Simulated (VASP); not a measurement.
Input of a VASP 6.6.1 run:

File INCAR:

```
SYSTEM = Ag
PREC = Accurate
ENCUT = 600
EDIFF = 1E-6
ISMEAR = 0
SIGMA = 0.1
LREAL = .False.
LASPH = .True.
NELM = 60
ALGO = Fast
ISIF = 3
LWAVE = .False.
LCHARG = .False.
GGA = PE
IBRION = 2
NSW = 100
EDIFFG = -0.01
```

The input KPOINTS:

```
Automatic mesh
0
Gamma
  24 24 24
  0 0 0
```

Contents of POSCAR:

```
Ag
1.0
    1.4839692893      0.8567700687      2.3541797625
   -1.4839692893      0.8567700687      2.3541797625
    0.0000000000     -1.7135401373      2.3541797625
Ag
1
Direct
    0.5000000000      0.5000000000      0.5000000000
```

Potentials or basis: VASP PAW PBE potentials, release 64 (Ag).

Run with:

```bash
$ cat potpaw_PBE.64/Ag/POTCAR > POTCAR
$ mpirun -np 1 vasp_std > vasp.out
```

Q: What does it give for the space group after relaxing (to 0.1 Å)?

A: Fm-3m (No. 225).

Q: What does it give for the relaxed cell?

A: a = 2.932 Å, b = 2.932 Å, c = 2.932 Å, α = 59.95°, β = 59.95°, γ = 59.95°.

Q: Estimate the relaxed volume.

A: 17.80 Å³/atom.

Stress tensor (GPa, compression positive):
```
 0.09  0.00  0.00
 0.00  0.09  0.00
 0.00  0.00 -0.04
```
